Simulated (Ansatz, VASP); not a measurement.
# Ge in VASP and in Ansatz

```
Ge
1.0
     1.48805   -2.59469    0.00000
     1.48805    2.59469    0.00000
     0.00000    0.00000    4.72760
Ge
2
Direct
  0.72436 0.27564 0.18654
  0.33345 0.66655 0.75000
```

Alike in both runs: task single point; functional PBEsol; k mesh 18 × 18 × 10; occupations gaussian, width 0.15 eV; no spin polarisation.

|  | VASP | Ansatz |
| --- | --- | --- |
| version | VASP 6.6.1 | Ansatz 0.2.0 |
| potentials or method | VASP PAW PBE potentials, release 64 (Ge_d), cutoff 520 eV | scalar-relativistic, plane waves, PAW |
| valence electrons in the cell | 28 | 28 |

```tsv
	VASP	Ansatz	Ansatz less VASP
gap on the k mesh at the Fermi level (eV)	none	none	-
pressure (GPa)	4.1	4.1	-0.05
traceless stress, the component that is largest in VASP (GPa)	-2.89	-2.89	-0.002
rms of the force components (eV/Å)	0.593	0.588	-0.0041
```

VASP's potentials were made for PBE, not for PBEsol. Atom by atom the forces differ by 0.004 eV/Å (rms over components). A gap of «none» marks a metal or a gap that the smearing closes.
